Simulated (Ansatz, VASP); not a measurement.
Two plane-wave programs on As

```
As
1.0
     3.75568    0.00000    0.00000
     0.00000    3.75568    0.00000
     0.00000    0.00000    3.08418
As
2
Direct
  0.50000 0.00000 0.83847
  0.00000 0.50000 0.16153
```

Alike in both runs: task relaxation of cell and atoms; functional PBE; k mesh 4 × 4 × 6; occupations gaussian, width 0.1 eV; no spin polarisation.

|  | VASP | Ansatz |
| --- | --- | --- |
| version | VASP 6.6.1 | Ansatz 0.2.0 |
| potentials or method | VASP PAW PBE potentials, release 64 (As), cutoff 600 eV | scalar-relativistic, plane waves, PAW |
| valence electrons in the cell | 10 | 30 |

|  | VASP | Ansatz | Ansatz less VASP |
| --- | --- | --- | --- |
| gap on the k mesh at the Fermi level, each at its own relaxed structure (eV) | none | none | - |
| relaxed volume (Å³/atom) | 20.66 | 20.60 | -0.054 |
| relaxed cell length with the largest relative difference (Å) | 3.923 | 3.918 | -0.0053 |

A gap of «none» marks a metal or a gap that the smearing closes. VASP's potentials hold 10 valence electrons a cell and Ansatz's 30, so a difference there can come from the potentials and not from the codes.

The k mesh is coarse, so the values compare programs but aren't converged.
